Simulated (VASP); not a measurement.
# CoO in VASP: notebook, part 2 of 2

VASP 6.6.1.

**3. Single point, PBE, collinear spin, ferromagnetic start (equal xy, yz and zx shear strains of +1 %)**

File INCAR:

```
ALGO     = Normal         # electronic algorithm
EDIFF    = 1E-7           # SCF threshold, eV
ENCUT    = 520            # plane-wave cutoff, eV
GGA      = PE             # functional
ISIF     = 2              # what is computed and relaxed
ISMEAR   = -1             # smearing method
ISPIN    = 2              # spin polarisation
LASPH    = T              # aspherical terms in the spheres
LCHARG   = F              # write CHGCAR
LMAXMIX  = 4              # l up to which the mixer works
LORBIT   = 11             # projections on sites
LREAL    = F              # projectors in reciprocal space
LWAVE    = F              # write WAVECAR
MAGMOM   = 2 0            # initial moments
NBANDS   = 18             # bands
NELM     = 150            # most SCF steps
PREC     = Accurate       # precision mode
SIGMA    = 0.05           # smearing width, eV
```

File KPOINTS:

```
k-points
0
Gamma
  15 15 15
```

File POSCAR:

```
CoO
1.0
    0.0213150000      2.1421575000      2.1421575000
    2.1421575000      0.0213150000      2.1421575000
    2.1421575000      2.1421575000      0.0213150000
Co O
1 1
Direct
    0.0000000000      0.0000000000      0.0000000000
    0.5000000000      0.5000000000      0.5000000000
```

Potentials or basis: VASP PAW PBE potentials, release 64 (Co, O).

Launch:

```bash
> cat potpaw_PBE.64/Co/POTCAR potpaw_PBE.64/O/POTCAR > POTCAR
> mpirun -np 1 vasp_std > vasp.out
```

OUTCAR:

```text
EDIFF = 1E-7
   ENCUT = 520
   GGA = PE
   ISIF = 2
   ISMEAR = -1
   ISPIN = 2
   LASPH = T
   LORBIT = 11
   LREAL = F
   NELM = 150
   PREC = Accurate

 ion  position               nearest neighbor table
   1  0.000  0.000  0.000-   2 2.13   2 2.13   2 2.13   2 2.13   2 2.13   2 2.13
   2  0.500  0.500  0.500-   1 2.13   1 2.13   1 2.13   1 2.13   1 2.13   1 2.13

  LATTYP: Found a trigonal (rhomboedric) cell.
 ALAT       =     3.0295431733
 COS(alpha) =     0.5099250056

  Lattice vectors:

 A1 = (   0.0213150000,   2.1421575000,   2.1421575000)
 A2 = (   2.1421575000,   0.0213150000,   2.1421575000)
 A3 = (   2.1421575000,   2.1421575000,   0.0213150000)

Analysis of symmetry for initial positions (statically):
=====================================================================
 Subroutine PRICEL returns:
 Original cell was already a primitive cell.

 Routine SETGRP: Setting up the symmetry group for a
 trigonal (rhombohedral) supercell.

 Subroutine GETGRP returns: Found 12 space group operations
 (whereof 12 operations were pure point group operations)
 out of a pool of 12 trial point group operations.

The static configuration has the point symmetry D_3d.

Analysis of symmetry for dynamics (positions and initial velocities):
=====================================================================
 Subroutine PRICEL returns:
 Original cell was already a primitive cell.

 Routine SETGRP: Setting up the symmetry group for a
 trigonal (rhombohedral) supercell.

 Subroutine GETGRP returns: Found 12 space group operations
 (whereof 12 operations were pure point group operations)
 out of a pool of 12 trial point group operations.

The dynamic configuration has the point symmetry D_3d.

Analysis of structural, dynamic, and magnetic symmetry:
=====================================================================
 Subroutine PRICEL returns:
 Original cell was already a primitive cell.

 Routine SETGRP: Setting up the symmetry group for a
 trigonal (rhombohedral) supercell.

[... 147 lines left out ...]
  free energy    TOTEN  =       -13.06233937 eV

  energy without entropy =      -13.02773640  energy(sigma->0) =      -13.04503788

 E-fermi :   7.8679     XC(G=0): -12.3958

 val. band max:        7.8671878983   @ k =   0.4000   0.2667   0.0667
 cond. band min:       7.8680270089   @ k =  -0.2000   0.2000   0.2000
 fundamental gap:      0.0008391106
 Fermi energy:         7.8679397794

 spin component 1

 k-point     1 :       0.0000    0.0000    0.0000
  band No.  band energies     occupation
      1     -12.2907      1.00000
      2       4.6087      1.00000
      3       4.6088      1.00000
      4       4.7082      1.00000
      5       4.7306      1.00000
      6       4.8068      1.00000
[... 493 lines left out ...]
     17      33.5320      0.00000
     18      34.4834      0.00000

 [... further k-points ...]

 spin component 2

 k-point     1 :       0.0000    0.0000    0.0000
  band No.  band energies     occupation
      1     -11.7881      1.00000
      2       5.2626      1.00000
      3       5.3700      1.00000
      4       5.3700      1.00000
      5       6.7566      1.00000
      6       6.7890      1.00000
[... 493 lines left out ...]
     17      34.2313      0.00000
     18      35.2981      0.00000

 [... further k-points ...]

------------------------ aborting loop because EDIFF is reached ----------------------------------------

  FORCE on cell =-STRESS in cart. coord.  units (eV):
  Direction    XX          YY          ZZ          XY          YZ          ZX
  --------------------------------------------------------------------------------------
  -------------------------------------------------------------------------------------
  Total       -0.2798947     -0.2798947     -0.2798947      0.0320118      0.0320118      0.0320118
  in kB      -23.1553706    -23.1553706    -23.1553706      2.6483011      2.6483011      2.6483011
  external PRESSURE =     -23.1553706 kB  Pullay stress =       0.0000000 kB

 VOLUME and BASIS-vectors are now :
 -----------------------------------------------------------------------------
  energy-cutoff  :      520.00
  volume of cell :       19.37
      direct lattice vectors                 reciprocal lattice vectors
     0.021315000  2.142157500  2.142157500    -0.236922472  0.234588260  0.234588260
     2.142157500  0.021315000  2.142157500     0.234588260 -0.236922472  0.234588260
     2.142157500  2.142157500  0.021315000     0.234588260  0.234588260 -0.236922472

 POSITION                                       TOTAL-FORCE (eV/Angst)
 -----------------------------------------------------------------------------------
      0.00000      0.00000      0.00000         0.000000      0.000000     -0.000000
      2.15282      2.15282      2.15282         0.000000     -0.000000      0.000000
 -----------------------------------------------------------------------------------
    total drift:                                0.000000     -0.000000     -0.000000

  FREE ENERGIE OF THE ION-ELECTRON SYSTEM (eV)
  ---------------------------------------------------
  free  energy   TOTEN  =       -13.0623393689 eV

  energy  without entropy=      -13.0277363984  energy(sigma->0) =      -13.04503788

 total charge

# of ion       s       p       d       tot
------------------------------------------
    1        0.293   0.355   7.141   7.789
    2        1.556   3.423   0.000   4.979
--------------------------------------------------
tot          1.849   3.777   7.141  12.767

 magnetization (x)

# of ion       s       p       d       tot
------------------------------------------
    1        0.020   0.018   2.522   2.560
    2        0.029   0.270   0.000   0.299
--------------------------------------------------
tot          0.049   0.288   2.522   2.859
```

OSZICAR:

```text
N       E                     dE             d eps       ncg     rms          rms(c)
DAV:   1     0.773533678196E+02    0.77353E+02   -0.65785E+03 25698   0.960E+02
DAV:   2    -0.106028301746E+02   -0.87956E+02   -0.75763E+02 26068   0.221E+02
DAV:   3    -0.154115749622E+02   -0.48087E+01   -0.46426E+01 28854   0.549E+01
DAV:   4    -0.154613081783E+02   -0.49733E-01   -0.49691E-01 30318   0.535E+00
DAV:   5    -0.154624619855E+02   -0.11538E-02   -0.11536E-02 30668   0.810E-01    0.166E+01
DAV:   6    -0.143775103886E+02    0.10850E+01   -0.16780E+01 32140   0.605E+01    0.203E+01
DAV:   7    -0.131844907543E+02    0.11930E+01   -0.74471E+00 30826   0.478E+01    0.818E+00
DAV:   8    -0.130791674554E+02    0.10532E+00   -0.41709E-01 35750   0.995E+00    0.413E+00
DAV:   9    -0.130841687105E+02   -0.50013E-02   -0.26692E-01 36630   0.861E+00    0.290E+00
DAV:  10    -0.130641393994E+02    0.20029E-01   -0.94028E-02 36590   0.578E+00    0.606E-01
DAV:  11    -0.130624613761E+02    0.16780E-02   -0.21422E-02 34728   0.199E+00    0.326E-01
DAV:  12    -0.130623254646E+02    0.13591E-03   -0.23319E-03 36492   0.699E-01    0.726E-02
DAV:  13    -0.130623553348E+02   -0.29870E-04   -0.19567E-04 30296   0.149E-01    0.676E-02
DAV:  14    -0.130623376019E+02    0.17733E-04   -0.92634E-06 35786   0.415E-02    0.261E-02
DAV:  15    -0.130623390976E+02   -0.14957E-05   -0.19494E-05 33102   0.604E-02    0.119E-02
DAV:  16    -0.130623393875E+02   -0.28993E-06   -0.55440E-06 34182   0.229E-02    0.748E-03
DAV:  17    -0.130623393689E+02    0.18600E-07   -0.56665E-07 24938   0.616E-03
   1 F= -.13062339E+02 E0= -.13045038E+02  d E =-.346030E-01  mag=     2.9106
```

Run time: 2 min. Hardware: 1 thread of Intel Xeon 6975P-C (Granite Rapids), shared host; peak memory 0.29 GiB.

Results:

```yaml
Free_energy: -13.0623 eV
Pressure: -2.3 GPa
Net_moment: 2.91 μB per cell
Site_moments: Co +2.56; O +0.30 μB
Valence_electrons_inside_the_program's_atomic_spheres: Co 7.79; O 4.98
```

Caveat: the cell differs from its parent crystal (equal xy, yz and zx shear strains of +1 %); a cell with one magnetic atom can't hold antiferromagnetic order, which such compounds often take; semilocal functionals often make such compounds metallic where correlation or magnetic order opens a gap, which also shifts bond lengths.

**4. Single point, PBE, collinear spin, ferromagnetic start (equal xy, yz and zx shear strains of +1.5 %)**

File INCAR:

```
SYSTEM = CoO
  PREC = Accurate
  ENCUT = 520
  EDIFF = 1E-7
  ISMEAR = -1
  SIGMA = 0.05
  LREAL = .FALSE.
  LASPH = .TRUE.
  NELM = 150
  ALGO = Normal
  ISIF = 2
  LWAVE = .FALSE.
  LCHARG = .FALSE.
  ISPIN = 2
  MAGMOM = 2 0
  LORBIT = 11
  LMAXMIX = 4
  GGA = PE
  NBANDS = 18
```

File KPOINTS:

```
regular mesh
0
G
  15 15 15
  0 0 0
```

File POSCAR:

```
CoO
1.0
    0.0319725000      2.1474862500      2.1474862500
    2.1474862500      0.0319725000      2.1474862500
    2.1474862500      2.1474862500      0.0319725000
Co O
1 1
Direct
    0.0000000000      0.0000000000      0.0000000000
    0.5000000000      0.5000000000      0.5000000000
```

Potentials or basis: VASP PAW PBE potentials, release 64 (Co, O).

Launch:

```bash
> cat potpaw_PBE.64/Co/POTCAR potpaw_PBE.64/O/POTCAR > POTCAR
> mpirun -np 1 vasp_std > vasp.out
```

OUTCAR:

```text
SYSTEM = CoO
   PREC = Accurate
   ENCUT = 520
   EDIFF = 1E-7
   ISMEAR = -1
   LREAL = .FALSE.
   LASPH = .TRUE.
   NELM = 150
   ISIF = 2
   ISPIN = 2
   LORBIT = 11
   GGA = PE

 ion  position               nearest neighbor table
   1  0.000  0.000  0.000-   2 2.13   2 2.13   2 2.13   2 2.13   2 2.13   2 2.13
   2  0.500  0.500  0.500-   1 2.13   1 2.13   1 2.13   1 2.13   1 2.13   1 2.13

  LATTYP: Found a trigonal (rhomboedric) cell.
 ALAT       =     3.0371724727
 COS(alpha) =     0.5148312781

  Lattice vectors:

 A1 = (   0.0319725000,   2.1474862500,   2.1474862500)
 A2 = (   2.1474862500,   0.0319725000,   2.1474862500)
 A3 = (   2.1474862500,   2.1474862500,   0.0319725000)

Analysis of symmetry for initial positions (statically):
=====================================================================
 Subroutine PRICEL returns:
 Original cell was already a primitive cell.

 Routine SETGRP: Setting up the symmetry group for a
 trigonal (rhombohedral) supercell.

[... 703 lines left out ...]
      6       6.7926      1.00000
[... 493 lines left out ...]
     17      34.2956      0.00000
     18      35.2836      0.00000

 [... further k-points ...]

------------------------ aborting loop because EDIFF is reached ----------------------------------------

  FORCE on cell =-STRESS in cart. coord.  units (eV):
  Direction    XX          YY          ZZ          XY          YZ          ZX
  --------------------------------------------------------------------------------------
  -------------------------------------------------------------------------------------
  Total       -0.2838232     -0.2838232     -0.2838232      0.0441377      0.0441377      0.0441377
  in kB      -23.4825577    -23.4825577    -23.4825577      3.6518040      3.6518040      3.6518040
  external PRESSURE =     -23.4825577 kB  Pullay stress =       0.0000000 kB

 VOLUME and BASIS-vectors are now :
 -----------------------------------------------------------------------------
  energy-cutoff  :      520.00
  volume of cell :       19.36
      direct lattice vectors                 reciprocal lattice vectors
     0.031972500  2.147486250  2.147486250    -0.238095631  0.234602786  0.234602786
     2.147486250  0.031972500  2.147486250     0.234602786 -0.238095631  0.234602786
     2.147486250  2.147486250  0.031972500     0.234602786  0.234602786 -0.238095631

 POSITION                                       TOTAL-FORCE (eV/Angst)
 -----------------------------------------------------------------------------------
      0.00000      0.00000      0.00000         0.000000     -0.000000      0.000000
      2.16347      2.16347      2.16347        -0.000000      0.000000     -0.000000
 -----------------------------------------------------------------------------------
    total drift:                                0.000000     -0.000000     -0.000000

  FREE ENERGIE OF THE ION-ELECTRON SYSTEM (eV)
  ---------------------------------------------------
  free  energy   TOTEN  =       -13.0629429576 eV

  energy  without entropy=      -13.0290883999  energy(sigma->0) =      -13.04601568

 total charge

# of ion       s       p       d       tot
------------------------------------------
    1        0.293   0.355   7.141   7.789
    2        1.556   3.423   0.000   4.979
--------------------------------------------------
tot          1.849   3.777   7.141  12.767

 magnetization (x)

# of ion       s       p       d       tot
------------------------------------------
    1        0.020   0.018   2.522   2.560
    2        0.028   0.270   0.000   0.299
--------------------------------------------------
tot          0.049   0.288   2.522   2.859
```

OSZICAR:

```text
N       E                     dE             d eps       ncg     rms          rms(c)
DAV:   1     0.779632178239E+02    0.77963E+02   -0.65927E+03 25722   0.960E+02
DAV:   2    -0.105640089675E+02   -0.88527E+02   -0.76305E+02 26092   0.222E+02
DAV:   3    -0.154127076619E+02   -0.48487E+01   -0.46853E+01 29024   0.552E+01
DAV:   4    -0.154630218158E+02   -0.50314E-01   -0.50270E-01 29842   0.536E+00
[... 12 lines left out ...]
DAV:  17    -0.130629428148E+02   -0.48965E-07   -0.57634E-06 34242   0.182E-02    0.931E-03
DAV:  18    -0.130629429694E+02   -0.15458E-06   -0.30893E-05 29244   0.419E-02    0.662E-03
DAV:  19    -0.130629430557E+02   -0.86367E-07   -0.36257E-06 36622   0.144E-02    0.388E-03
DAV:  20    -0.130629429272E+02    0.12847E-06   -0.40675E-06 28354   0.163E-02    0.874E-04
DAV:  21    -0.130629429576E+02   -0.30377E-07   -0.13441E-07 15568   0.290E-03
   1 F= -.13062943E+02 E0= -.13046016E+02  d E =-.338546E-01  mag=     2.9096
```

Wall time 2.7 min (1 thread of Intel Xeon 6975P-C (Granite Rapids), shared host); peak memory 0.29 GiB.

Results:

```
Free energy                                           : -13.0629 eV
Pressure                                              : -2.3 GPa
Net moment                                            : 2.91 μB per cell
Site moments                                          : Co +2.56; O +0.30 μB
Valence electrons inside the program's atomic spheres : Co 7.79; O 4.98
```

Stress tensor (GPa, compression positive):
```
-2.35  0.37  0.37
 0.37 -2.35  0.37
 0.37  0.37 -2.35
```

Caveat: the cell differs from its parent crystal (equal xy, yz and zx shear strains of +1.5 %); a cell with one magnetic atom can't hold antiferromagnetic order, which such compounds often take; semilocal functionals often make such compounds metallic where correlation or magnetic order opens a gap, which also shifts bond lengths.

**5. The runs side by side**

| cell | gap on the mesh (eV) | pressure (GPa) | moment (μB) |
| --- | --- | --- | --- |
| a = 3.014 Å, angles 60.0°, 2 atoms | none | -2.3 | 2.91 |
| a = 3.030 Å, angles 59.3°, 2 atoms | none | -2.3 | 2.91 |
| a = 3.037 Å, angles 59.0°, 2 atoms | none | -2.3 | 2.91 |

Alike in all rows: task single point; level PBE; potentials or basis VASP PAW PBE potentials, release 64 (Co, O); spin collinear, ferromagnetic start; k mesh 15 × 15 × 15; cutoff (eV) 520; smearing fermi-dirac 0.05 eV.

Caveats: a cell with one magnetic atom can't hold antiferromagnetic order, which such compounds often take; semilocal functionals often make such compounds metallic where correlation or magnetic order opens a gap, which also shifts bond lengths.

Total energies depend on the potentials used, so only differences within one code and one set of settings carry meaning.
